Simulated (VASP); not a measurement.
# TiSi16 (a cell with a defect) in VASP: single point with PBEsol

Aim: the single point of TiSi16 (a cell with a defect) with PBEsol.

All numbers are computed with VASP 6.6.1; they aren't measurements. Logs are shortened: lines on timing, memory, paths and dates and some standing lists are left out, and cuts for length are marked.

## 1. The cell of the first run

The cell holds a defect, 17 atoms: a = 7.679 Å, b = 7.679 Å, c = 7.679 Å, α = 60.00°, β = 60.00°, γ = 60.00°.

## 2. Single point, PBEsol

Input file INCAR:

```
SYSTEM = TiSi16
PREC     = Accurate       ! precision mode
ENCUT    = 520            ! plane-wave cutoff, eV
EDIFF    = 1E-6           ! SCF threshold, eV
ISMEAR   = -1             ! smearing method
SIGMA    = 0.05           ! smearing width, eV
LREAL    = Auto         
LASPH    = .TRUE.         ! aspherical terms in the spheres
NELM     = 100            ! most SCF steps
ALGO     = Normal         ! electronic algorithm
ISIF     = 2              ! what is computed and relaxed
LWAVE    = .FALSE.        ! write WAVECAR
LCHARG   = .FALSE.        ! write CHGCAR
GGA      = PS             ! functional
NBANDS   = 52             ! bands
```

Input file KPOINTS:

```
regular mesh
0
G
  2 2 2
  0 0 0
```

Input file POSCAR:

```
TiSi16
1.0
    0.0000000000      5.4300000000      5.4300000000
    5.4300000000      0.0000000000      5.4300000000
    5.4300000000      5.4300000000      0.0000000000
Si Ti
16 1
Direct
   -0.0125994475     -0.0122716390      0.0289217311
    0.1249913444      0.1252513812      0.1251263352
    0.0130196133      0.0122593923      0.4957846225
    0.1133430018      0.1126774401      0.6553549724
    0.0078684162      0.4993470534     -0.0145999079
    0.1249853591      0.6164757827      0.1251967772
    0.0126077348      0.4732725599      0.4960721915
    0.1530347145      0.6131247698      0.6146870166
    0.4990671271      0.0081201657     -0.0144501842
    0.6161816759      0.1253181400      0.1252286372
    0.4739854512      0.0120036832      0.4962117864
    0.6139670350      0.1522016575      0.6147655617
    0.4989415285      0.4992433702     -0.0140965930
    0.6365194291      0.6368220074      0.0819017495
    0.5134870166      0.5127367403      0.4554498158
    0.6139510129      0.6134254144      0.6148977901
    0.8134318600      0.8127071823      0.5553863720
```

Potentials or basis: VASP PAW PBE potentials, release 64 (Si, Ti_sv).

Run with:

```sh
> cat potpaw_PBE.64/Si/POTCAR potpaw_PBE.64/Ti_sv/POTCAR > POTCAR
> mpirun -np 1 vasp_std > vasp.out
```

OUTCAR:

```text
SYSTEM = TiSi16
   PREC = Accurate
   ENCUT = 520
   EDIFF = 1E-6
   ISMEAR = -1
   LREAL = Auto
   LASPH = .TRUE.
   NELM = 100
   ISIF = 2
   GGA = PS

 ion  position               nearest neighbor table
   1  0.987  0.988  0.029-  10 2.33   6 2.33   2 2.34   4 2.34
   2  0.125  0.125  0.125-   3 2.33   1 2.34   9 2.35   5 2.35
   3  0.013  0.012  0.496-   4 2.27   2 2.33  17 2.42  12 2.50   8 2.50
   4  0.113  0.113  0.655-   3 2.27   7 2.28  11 2.28   1 2.34
   5  0.008  0.499  0.985-   8 2.33  14 2.34   6 2.35   2 2.35
   6  0.125  0.616  0.125-   7 2.33   1 2.33  13 2.35   5 2.35
   7  0.013  0.473  0.496-   4 2.28   6 2.33  17 2.42  16 2.50   8 2.50
   8  0.153  0.613  0.615-  15 2.27   5 2.33  17 2.42   7 2.50   3 2.50
   9  0.499  0.008  0.986-  12 2.33  14 2.34  10 2.35   2 2.35
  10  0.616  0.125  0.125-  11 2.33   1 2.33  13 2.35   9 2.35
  11  0.474  0.012  0.496-   4 2.28  10 2.33  17 2.42  16 2.50  12 2.50
  12  0.614  0.152  0.615-  15 2.28   9 2.33  17 2.42  11 2.50   3 2.50
  13  0.499  0.499  0.986-  16 2.33  14 2.33  10 2.35   6 2.35
  14  0.637  0.637  0.082-  13 2.33   9 2.34   5 2.34  15 2.34
  15  0.513  0.513  0.455-   8 2.27  12 2.28  16 2.28  14 2.34
  16  0.614  0.613  0.615-  15 2.28  13 2.33  17 2.42  11 2.50   7 2.50
  17  0.813  0.813  0.555-  16 2.42  11 2.42   7 2.42  12 2.42   8 2.42   3 2.42

  LATTYP: Found a face centered cubic cell.
 ALAT       =    10.8600000000

  Lattice vectors:

 A1 = (   0.0000000000,   5.4300000000,   5.4300000000)
 A2 = (   5.4300000000,   0.0000000000,   5.4300000000)
 A3 = (   5.4300000000,   5.4300000000,   0.0000000000)

Analysis of symmetry for initial positions (statically):
=====================================================================
 Subroutine PRICEL returns:
 Original cell was already a primitive cell.

 Routine SETGRP: Setting up the symmetry group for a
 face centered cubic supercell.

 Subroutine GETGRP returns: Found  1 space group operations
 (whereof  1 operations were pure point group operations)
 out of a pool of 48 trial point group operations.

The static configuration has the point symmetry C_1 .

Analysis of symmetry for dynamics (positions and initial velocities):
=====================================================================
 Subroutine PRICEL returns:
 Original cell was already a primitive cell.

 Routine SETGRP: Setting up the symmetry group for a
 face centered cubic supercell.

 Subroutine GETGRP returns: Found  1 space group operations
 (whereof  1 operations were pure point group operations)
 out of a pool of 48 trial point group operations.

The dynamic configuration has the point symmetry C_1 .

 Subroutine INISYM returns: Found  1 space group operations
 (whereof  1 operations are pure point group operations),
 and found     1 'primitive' translations

----------------------------------------------------------------------------------------

                                     Primitive cell

  volume of cell :     320.2060

  direct lattice vectors                    reciprocal lattice vectors
     0.000000000  5.430000000  5.430000000    -0.092081031  0.092081031  0.092081031
     5.430000000  0.000000000  5.430000000     0.092081031 -0.092081031  0.092081031
     5.430000000  5.430000000  0.000000000     0.092081031  0.092081031 -0.092081031

  length of vectors
     7.679179644  7.679179644  7.679179644     0.159489025  0.159489025  0.159489025

  position of ions in fractional coordinates (direct lattice)
     0.987400552  0.987728361  0.028921731
     0.124991344  0.125251381  0.125126335
     0.013019613  0.012259392  0.495784622
     0.113343002  0.112677440  0.655354972
     0.007868416  0.499347053  0.985400092
     0.124985359  0.616475783  0.125196777
[... 9 lines left out ...]
     0.613951013  0.613425414  0.614897790
     0.813431860  0.812707182  0.555386372

  ion indices of the primitive-cell ions
   primitive index   ion index
                 1           1
                 2           2
                 3           3
                 4           4
                 5           5
                 6           6
[... 9 lines left out ...]
                16          16
                17          17

----------------------------------------------------------------------------------------

 KPOINTS: regular mesh

Automatic generation of k-mesh.
 Grid dimensions read from file:
 generate k-points for:    2    2    2

 Generating k-lattice:

  Cartesian coordinates                     Fractional coordinates (reciprocal lattice)
    -0.046040516  0.046040516  0.046040516     0.500000000  0.000000000  0.000000000
     0.046040516 -0.046040516  0.046040516     0.000000000  0.500000000  0.000000000
     0.046040516  0.046040516 -0.046040516     0.000000000  0.000000000  0.500000000

  Length of vectors
     0.079744512  0.079744512  0.079744512

  Shift w.r.t. Gamma in fractional coordinates (k-lattice)
     0.000000000  0.000000000  0.000000000

 Subroutine IBZKPT returns following result:
 ===========================================

 Found      8 irreducible k-points:

 Following reciprocal coordinates:
            Coordinates               Weight
  0.000000  0.000000  0.000000      1.000000
  0.500000  0.000000  0.000000      1.000000
  0.000000  0.500000  0.000000      1.000000
  0.000000  0.000000  0.500000      1.000000
  0.500000  0.500000  0.500000      1.000000
  0.500000  0.500000  0.000000      1.000000
  0.000000  0.500000  0.500000      1.000000
  0.500000  0.000000  0.500000      1.000000
   k-points           NKPTS =      8   k-points in BZ     NKDIM =      8   number of bands    NBANDS=     52
   number of dos      NEDOS =    301   number of ions     NIONS =     17
   total plane-waves  NPLWV = 216000
   dimension x,y,z NGX =    60 NGY =   60 NGZ =   60
   dimension x,y,z NGXF=   120 NGYF=  120 NGZF=  120
   ions per type =              16   1
   NGX,Y,Z   is equivalent  to a cutoff of  12.99, 12.99, 12.99 a.u.
   NGXF,Y,Z  is equivalent  to a cutoff of  25.98, 25.98, 25.98 a.u.
 SYSTEM =  TiSi16
   PREC   = accura    normal or accurate (medium, high low for compatibility)
   ISTART =      0    job   : 0-new  1-cont  2-samecut
   ICHARG =      2    charge: 1-file 2-atom 10-const
   ISPIN  =      1    spin polarized calculation?
   LNONCOLLINEAR =      F non collinear calculations
   LSORBIT =      F    spin-orbit coupling
   LASPH  =      T    aspherical Exc in radial PAW
   ENCUT  =  520.0 eV  38.22 Ry    6.18 a.u.  14.28 14.28 14.28*2*pi/ulx,y,z
   NELM   =    100;   NELMIN=  2; NELMDL= -5     # of ELM steps
   EDIFF  = 0.1E-05   stopping-criterion for ELM
   LREAL  =      T    real-space projection
   EDIFFG = 0.1E-04   stopping-criterion for IOM
   NSW    =      0    number of steps for IOM
   IBRION =     -1    ionic relax: 0-MD 1-quasi-New 2-CG
   NFREE  =      0    steps in history (QN), initial steepest desc. (CG)
   ISIF   =      2    stress and relaxation
   ISYM   =      2    0-nonsym 1-usesym 2-fastsym
   POTIM  = 0.5000    time-step for ionic-motion
   TEBEG  =    0.0;   TEEND  =   0.0 temperature during run
   PSTRESS=    0.0 pullay stress
   NELECT =      76.0000    total number of electrons
   NUPDOWN=      -1.0000    fix difference up-down
   EMIN   =  10.00;   EMAX   =-10.00  energy-range for DOS
   EFERMI =   0.00;   METHOD = LEGACY
   ISMEAR =    -1;   SIGMA  =   0.05  broadening in eV -4-tet -1-fermi 0-gaus
   EFERMI_NEDOS =   21; number of points for ismear=-14 and -15
   IALGO  =     38    algorithm
   IMIX   =      4    mixing-type and parameters
     AMIX     =   0.40;   BMIX     =  1.00
     AMIX_MAG =   1.60;   BMIX_MAG =  1.00
  volume/ion in A,a.u.               =      18.84       127.11
  Fermi-wavevector in a.u.,A,eV,Ry     =   1.013607  1.915439 13.978610  1.027399
  Thomas-Fermi vector in A             =   2.146786
   LORBIT       =      0    0 simple, 1 ext, 2 COOP (PROOUT), +10 PAW based schemes
   GGA     = PS    functional components
   LHFCALC =     F    Hartree Fock is set to
   AEXX    =    0.0000 exact exchange contribution
   IVDW    =     0    specifies the selected vdW correction
   LEPSILON=     F    determine dielectric tensor
   LRPA    =     F    only Hartree local field effects (RPA)
 non-spin polarized calculation
  energy-cutoff  :      520.00
  volume of cell :      320.21
 maximum number of plane-waves:      8646
 NGX is ok and might be reduce to    60
   NGX = 29   NGY = 29   NGZ = 29

 number of electron      76.0000002 magnetization

 Free energy of the ion-electron system (eV)
  ---------------------------------------------------
  ext. energy  EPLUGINS =         0.00000000
  ---------------------------------------------------
  free energy    TOTEN  =       -96.59556014 eV

  energy without entropy =      -96.50812589  energy(sigma->0) =      -96.55184301

 E-fermi :   6.7767     XC(G=0):  -9.8783

 val. band max:        6.7766021713   @ k =   0.5000   0.5000   0.0000
 cond. band min:       6.7918179193   @ k =   0.0000   0.0000   0.0000
 fundamental gap:      0.0152157480
 Fermi energy:         6.7767174889

 k-point     1 :       0.0000    0.0000    0.0000
  band No.  band energies     occupation
      1     -49.7519      2.00000
      2     -26.3248      2.00000
      3     -26.1882      2.00000
      4     -26.1879      2.00000
      5      -5.7319      2.00000
      6      -3.5153      2.00000
[... 42 lines left out ...]
     49       8.4255      0.00000
     50       8.8140      0.00000

 k-point     2 :       0.5000    0.0000    0.0000
  band No.  band energies     occupation
      1     -49.7519      2.00000
      2     -26.3248      2.00000
      3     -26.1882      2.00000
      4     -26.1879      2.00000
      5      -4.9290      2.00000
      6      -4.8991      2.00000
[... 310 lines left out ...]
 k-point     8 :       0.5000    0.0000    0.5000
  band No.  band energies     occupation
      1     -49.7519      2.00000
      2     -26.3248      2.00000
      3     -26.1882      2.00000
      4     -26.1879      2.00000
      5      -4.6535      2.00000
      6      -4.6159      2.00000
[... 42 lines left out ...]
     49       9.8859      0.00000
     50      10.3465      0.00000
 [bands above 50 left out]

------------------------ aborting loop because EDIFF is reached ----------------------------------------

  FORCE on cell =-STRESS in cart. coord.  units (eV):
  Direction    XX          YY          ZZ          XY          YZ          ZX
  --------------------------------------------------------------------------------------
  -------------------------------------------------------------------------------------
  Total        8.7278681      8.7244028      8.6995850     -1.4988307      1.5127897      1.5098119
  in kB       43.6706114     43.6532727     43.5290946     -7.4995238      7.5693686      7.5544689
  external PRESSURE =      43.6176596 kB  Pullay stress =       0.0000000 kB

 VOLUME and BASIS-vectors are now :
 -----------------------------------------------------------------------------
  energy-cutoff  :      520.00
  volume of cell :      320.21
      direct lattice vectors                 reciprocal lattice vectors
     0.000000000  5.430000000  5.430000000    -0.092081031  0.092081031  0.092081031
     5.430000000  0.000000000  5.430000000     0.092081031 -0.092081031  0.092081031
     5.430000000  5.430000000  0.000000000     0.092081031  0.092081031 -0.092081031

 POSITION                                       TOTAL-FORCE (eV/Angst)
 -----------------------------------------------------------------------------------
      5.52041      5.51863     10.72495         0.041968      0.043181     -0.034487
      1.35955      1.35814      1.35882         0.016264      0.018322      0.005085
      2.75868      2.76281      0.13727         0.006000      0.006224     -0.029737
      4.17042      4.17403      1.22729         0.045725      0.045990     -0.032075
      8.06218      5.39345      2.75418        -0.016510      0.004998      0.019097
      4.02728      1.35849      4.02613        -0.000718      0.020036     -0.018904
[... 9 lines left out ...]
      6.66980      6.67265      6.66465        -0.023434     -0.023128     -0.016693
      7.42875      7.43268      8.82993         0.010330      0.020222      0.026795
 -----------------------------------------------------------------------------------
    total drift:                                0.003306      0.001124      0.001796

  FREE ENERGIE OF THE ION-ELECTRON SYSTEM (eV)
  ---------------------------------------------------
  free  energy   TOTEN  =       -96.5955601394 eV

  energy  without entropy=      -96.5081258855  energy(sigma->0) =      -96.55184301
```

It took 1.9 min on 1 thread of Intel Xeon 6975P-C (Granite Rapids), shared host; peak memory 0.49 GiB.

What came out:

- Free energy: -96.5956 eV
- Pressure: 4.4 GPa
- Largest force: 0.072 eV/Å
- Band gap on the k mesh: zero (bands 38 and 39 overlap by 0.22 eV)

Forces in eV/Å, atoms in the order of the input:
```
Si   0.042  0.043 -0.034
Si   0.016  0.018  0.005
Si   0.006  0.006 -0.030
Si   0.046  0.046 -0.032
Si  -0.017  0.005  0.019
Si  -0.001  0.020 -0.019
Si   0.000  0.019 -0.018
Si  -0.010 -0.020  0.012
Si   0.004 -0.016  0.019
Si   0.020  0.001 -0.020
Si   0.021 -0.009 -0.020
Si  -0.010 -0.015  0.017
Si  -0.023 -0.022  0.002
Si  -0.041 -0.038  0.045
Si  -0.040 -0.036  0.043
Si  -0.023 -0.023 -0.017
Ti   0.010  0.020  0.027
```

Levels at points of the mesh, in eV from the Fermi level:
```csv
k point,band 34,band 35,band 36,band 37,band 38,band 39,band 40,band 41,band 42,band 43
"(0.00, 0.00, 0.00)",-1.18,-1.18,-0.72,-0.20,-0.20,-0.19,-0.19,-0.10,0.02,0.08
"(0.50, 0.00, 0.00)",-1.42,-1.34,-1.03,-0.78,0.03,0.38,0.67,0.70,0.83,0.86
"(0.00, 0.50, 0.00)",-1.42,-1.34,-1.03,-0.78,0.03,0.38,0.67,0.70,0.83,0.86
"(0.00, 0.00, 0.50)",-2.31,-1.27,-1.27,-0.18,-0.18,0.36,0.57,0.85,0.85,1.06
"(0.50, 0.50, 0.50)",-1.42,-1.34,-1.02,-0.78,0.03,0.38,0.68,0.70,0.82,0.86
"(0.50, 0.50, 0.00)",-2.07,-1.75,-1.54,-0.19,0.00,0.30,0.54,0.83,1.07,1.59
"(0.00, 0.50, 0.50)",-2.07,-1.75,-1.54,-0.19,0.00,0.30,0.54,0.83,1.07,1.59
"(0.50, 0.00, 0.50)",-2.07,-1.75,-1.54,-0.19,0.00,0.30,0.54,0.83,1.07,1.59
```

Caveat: the k points lie up to 0.50 Å⁻¹ apart; the PAW data sets were made with another functional, which shifts forces and pressure a little.
